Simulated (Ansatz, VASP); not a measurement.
## One calculation of C, two programs

```
C
1.0
     1.25546   -2.11709    0.00000
     1.25546    2.11709    0.00000
     0.00000    0.00000    8.62976
C
4
Cartesian
  1.2555 1.7642 6.4749
  1.2555 -0.3528 2.1548
  1.2555 -1.7642 2.1548
  1.2555 0.3528 6.4749
```

Change from the starting cell: volume 11.469 Å^3 an atom, stretch along a over the lengths across it, relative to the relaxed cell 1.0271.

Alike in both runs: task single point; functional PBE; k mesh 21 × 21 × 6; occupations gaussian, width 0.15 eV; no spin polarisation.

|  | VASP | Ansatz |
| --- | --- | --- |
| version | VASP 6.6.1 | Ansatz 0.2.0 |
| potentials or method | VASP PAW PBE potentials, release 64 (C), cutoff 520 eV | scalar-relativistic, plane waves, PAW |
| valence electrons in the cell | 16 | 16 |

```csv
,VASP,Ansatz,Ansatz less VASP
gap on the k mesh at the Fermi level (eV),0.18,0.18,-0.001
least direct gap on the mesh (eV),0.18,0.18,-0.001
pressure (GPa),-2.3,-2.7,-0.34
"traceless stress, the component that is largest in VASP (GPa)",-10.20,-10.38,-0.180
rms of the force components (eV/Å),0.158,0.156,-0.0029
```

Atom by atom the forces differ by 0.003 eV/Å (rms over components).
